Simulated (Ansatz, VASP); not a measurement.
## Two plane-wave programs on SiC

```xyz
4
Lattice="3.0862 0.0000 0.0000 -1.5431 2.6727 0.0000 0.0000 0.0000 5.0648" Properties=species:S:1:pos:R:3 pbc="T T T"
Si    0.0000    1.7818    0.0000
Si    1.5431    0.8909    2.5324
C     0.0000    1.7818    1.9499
C     1.5431    0.8909    4.4823
```

Change from the starting cell: volume scaled by 1.01, PAW files.

Alike in both runs: task electric field gradients; functional PBE; k mesh 15 × 15 × 8; occupations fermi-dirac, width 0.08 eV; no spin polarisation.

|  | VASP | Ansatz |
| --- | --- | --- |
| version | VASP 6.6.1 | Ansatz 0.2.0 |
| potentials or method | VASP PAW PBE potentials, release 64 (Si, C) | PAW with Ansatz's default frozen-core files, scalar-relativistic |
| plane-wave cutoff (eV) | 520 | 420 |
| valence electrons in the cell | 16 | 16 |

Ansatz gave:

| Property | Result |
| --- | --- |
| pressure (GPa) | 1.5 |
| traceless stress, the component that is largest in VASP (GPa) | -2.97 |
| rms of the force components (eV/Å) | 0.426 |
| size of Vzz on the site where it differs most (V/Å²) | 16.6 |

Problem. What did VASP give for the same quantities?

Solution. Pressure (GPa): 1.4; traceless stress, the component that is largest in VASP (GPa): -2.96; rms of the force components (eV/Å): 0.426; size of Vzz on the site where it differs most (V/Å²): 17.2.

Atom by atom the forces differ by 0.000 eV/Å (rms over components).
